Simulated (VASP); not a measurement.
A run of VASP 6.6.1 is set up as follows.

The input INCAR:

```
SYSTEM = Tl
PREC = Accurate
ENCUT = 520
EDIFF = 1E-6
ISMEAR = -1
SIGMA = 0.1
LREAL = .False.
LASPH = .True.
NELM = 100
ALGO = Normal
ISIF = 2
LWAVE = .False.
LCHARG = .True.
GGA = PE
LELF = .True.
LVHAR = .True.
NBANDS = 12
```

The input KPOINTS:

```
regular mesh
0
Gamma
  14 14 13
  0 0 0
```

Contents of POSCAR:

```
Tl
1.0
    2.7216939070      0.0000000000      0.0000000000
   -1.3608469535      2.3570560648      0.0000000000
    0.0000000000      0.0000000000      2.5733643750
Tl
1
Direct
    0.0000000000      0.0000000000      0.0000000000
```

Potentials or basis: VASP PAW PBE potentials, release 64 (Tl_d).

Command:

```sh
$ cat potpaw_PBE.64/Tl_d/POTCAR > POTCAR
$ mpirun -np 1 vasp_std > vasp.out
```

Q: Estimate the pressure.

A: 107.9 GPa.
